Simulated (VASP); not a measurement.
Crystal: HfO2.

```xyz
6
Lattice="4.8135 0.0000 0.0000 0.0000 4.8135 0.0000 0.0000 0.0000 3.2054" Properties=species:S:1:pos:R:3 pbc="T T T"
Hf    2.4068    2.4068    1.6027
Hf    0.0000    0.0000    0.0000
O     3.8751    0.9384    1.6027
O     3.3452    3.3452    0.0000
O     1.4683    1.4683    0.0000
O     0.9384    3.8751    1.6027
```

Program: VASP 6.6.1. Alike in all runs: task single point; potentials or basis VASP PAW PBE potentials, release 64 (Hf_pv, O); no spin polarisation; cell as given; cutoff (eV) 520; smearing fermi-dirac 0.05 eV.

Order these runs on this cell by their pressure, lowest first.
A. level PBE+U; U Hf d U = 6.0 eV; k mesh 5 × 5 × 6
B. level PBEsol; k mesh 6 × 6 × 8
C. level PBE; k mesh 6 × 6 × 8
D. level PBE+U; U Hf d U = 8.0 eV; k mesh 5 × 5 × 6

B (-0.9 GPa), C (5.6 GPa), A (21.0 GPa), D (26.4 GPa).

Caveats: the PAW data sets were made with another functional, which shifts forces and pressure a little (some runs).
